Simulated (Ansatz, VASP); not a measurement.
## FePt in VASP and in Ansatz

```
Fe Pt
1.0
     2.72879    0.00000    0.00000
     0.00000    2.72879    0.00000
     0.00000    0.00000    3.76650
Fe Pt
1 1
Cartesian
  0.0000 0.0000 0.0000
  1.3644 1.3644 1.8833
```

Alike in both runs: functional PBE; k mesh 16 × 16 × 12; occupations gaussian, width 0.1 eV; collinear spin.

Ansatz relaxed the structure, and its values are those at the end. VASP's run is a single point on that final structure, the one shown.

|  | VASP | Ansatz |
| --- | --- | --- |
| version | VASP 6.6.1 | Ansatz 0.2.0 |
| potentials or method | VASP PAW PBE potentials, release 64 (Fe, Pt), cutoff 520 eV | scalar-relativistic, plane waves, PAW |
| valence electrons in the cell | 18 | 34 |

|  | VASP | Ansatz | Ansatz less VASP |
| --- | --- | --- | --- |
| gap on the k mesh at the Fermi level (eV) | none | none | - |
| pressure (GPa) | -0.4 | 0.0 | +0.44 |
| net moment per atom (μB) | 1.64 | 1.65 | +0.003 |
| size of the moment on the site where the two differ most (μB) | 0.32 | 0.38 | +0.057 |

Site moments also hang on the region over which each program counts them. A gap of «none» marks a metal or a gap that the smearing closes. With one functional, cell and mesh, what is left measures potentials, basis and numerics. VASP's potentials hold 18 valence electrons a cell and Ansatz's 34, so a difference there can come from the potentials and not from the codes.

Neither program's run includes spin-orbit coupling.
